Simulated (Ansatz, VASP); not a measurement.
# Two plane-wave programs on Ag

Contents of INCAR:

```
SYSTEM = Ag
PREC = Accurate ; ENCUT = 520
EDIFF = 1E-8 ; ISMEAR = -1
SIGMA = 0.05 ; LREAL = .FALSE.
LASPH = .TRUE. ; NELM = 60
ALGO = Normal ; ISIF = 2
LWAVE = .FALSE. ; LCHARG = .FALSE.
GGA = PE ; LEFG = .TRUE.
NBANDS = 12
```

Contents of KPOINTS:

```
Automatic mesh
0
G
  15 15 15
  0 0 0
```

The input POSCAR:

```
Ag
1.0
    0.0000000000      2.0831709575      2.0831709575
    2.0831709575      0.0000000000      2.0831709575
    2.0831709575      2.0831709575      0.0000000000
Ag
1
Direct
    0.0000000000      0.0000000000      0.0000000000
```

Input for Ansatz:

```yaml
crystal:
  lattice:
    - [0.0, 2.0831709575, 2.0831709575]
    - [2.0831709575, 0.0, 2.0831709575]
    - [2.0831709575, 2.0831709575, 0.0]
  atoms:
    - { symbol: Ag, position: [0.0, 0.0, 0.0] }
kpoints:
  mp_grid: { grid: [15, 15, 15] }
scf:
  occupations: { method: fermi_dirac, width: 0.05 }
hamiltonian:
  xc: pbe
  pseudopotentials: { kind: paw }
output:
  forces: true
  stress: true
  eigenvalues: true
  efg: { contact_densities: true }
```

Change from the starting cell: volume scaled by 1.06, PAW files.

Alike in both runs: task electric field gradients; functional PBE; k mesh 15 × 15 × 15; occupations fermi-dirac, width 0.05 eV; no spin polarisation.

```csv
,VASP,Ansatz
version,VASP 6.6.1,Ansatz 0.2.0
potentials or method,"VASP PAW PBE potentials, release 64 (Ag)","PAW with Ansatz's default frozen-core files, scalar-relativistic"
plane-wave cutoff (eV),520,420
valence electrons in the cell,11,19
```

```csv
,VASP,Ansatz,Ansatz less VASP
pressure (GPa),-1.3,-1.2,+0.09
```

The functional is the same, so the differences come from potentials, cutoffs and numerics. VASP's potentials hold 11 valence electrons a cell and Ansatz's 19, so a difference there can come from the potentials and not from the codes.
